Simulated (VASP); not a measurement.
Runs of VASP 6.6.1 on GeCl5. The structure is that of space group F-43m (No. 216), or close to it. The cells are those of the table. 

```csv
task,cell,k mesh,cutoff (eV),gap on the mesh (eV),pressure (GPa),relaxed volume (Å³/atom)
single point,"a = 5.736 Å, angles 60.0°, 6 atoms",8 × 8 × 8,520,none,-0.1,-
single point,"a = 6.142 Å, angles 60.0°, 6 atoms",4 × 4 × 4,520,none,-4.4,-
relaxation of cell and atoms,"relaxed from a = 6.142 Å, angles 60.0°, 6 atoms",4 × 4 × 4,600,none,0.0,(a)
relaxation of cell and atoms,"relaxed from a = 5.728 Å, angles 60.0°, 6 atoms",8 × 8 × 8,600,none,0.1,22.22
```

Alike in all rows: level PBE; potentials or basis VASP PAW PBE potentials, release 64 (Ge_d, Cl); no spin polarisation; smearing gaussian 0.1 eV.

Question: Estimate the missing entries.

Answer: (a) 22.11.

Caveats: an odd number of electrons without spin polarisation forces a metal; a magnetic or distorted state may lie lower; the cell stands under tension (at least some runs); the volume moved by over 15 % at a fixed basis, so the end points are rough (at least some runs).

A k mesh can miss the band edges, and the runs leave out spin-orbit coupling on Ge.

A gap of «none» marks levels without a gap at the run's occupations.
